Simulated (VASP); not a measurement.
Write the native input for VASP 6.6.1 that does the following.

* Task: single point
* Functional: LDA
* Potentials or basis: VASP PAW LDA potentials, release 64 (Mg, S)
* Cutoff: 520 eV
* k mesh: 8 × 8 × 8
* Occupations: gaussian, width 0.05 eV
* Spin: no spin polarisation
* Dipole correction: no
* Further INCAR settings: ALGO = Normal; EDIFF = 1e-06; NBANDS = 11

The structure of MgS lies in POSCAR:

```
MgS
1.0
    0.0000000000      2.4715675000      2.6016500000
    2.4715675000      0.0000000000      2.6016500000
    2.4715675000      2.4715675000      0.0000000000
Mg S
1 1
Direct
    0.0000000000      0.0000000000      0.0000000000
    0.5000000000      0.5000000000      0.5000000000
```

This cell differs from its parent crystal: strain -0.050 along x and y, +0.000 along z.

The input as run:

INCAR

```
SYSTEM = MgS
  PREC = Accurate
  ENCUT = 520
  EDIFF = 1E-6
  ISMEAR = 0
  SIGMA = 0.05
  LREAL = .False.
  LASPH = .True.
  NELM = 100
  ALGO = Normal
  ISIF = 2
  LWAVE = .False.
  LCHARG = .False.
  NBANDS = 11
```

KPOINTS

```
regular mesh
0
Gamma
  8 8 8
  0 0 0
```

Potentials or basis: VASP PAW LDA potentials, release 64 (Mg, S).

The run is started by

```console
$ cat potpaw_LDA.64/Mg/POTCAR potpaw_LDA.64/S/POTCAR > POTCAR
$ mpirun -np 1 vasp_std > vasp.out
```

Results of the run:

The pressure is 5.5 GPa and the band gap on the k mesh is 2.56 eV, indirect (least direct gap 4.21 eV).

Caveat: the cell differs from its parent crystal (strain -0.050 along x and y, +0.000 along z).

It took 19 s on 1 thread of Intel Xeon 6975P-C, on a shared host, peak memory 0.15 GiB.
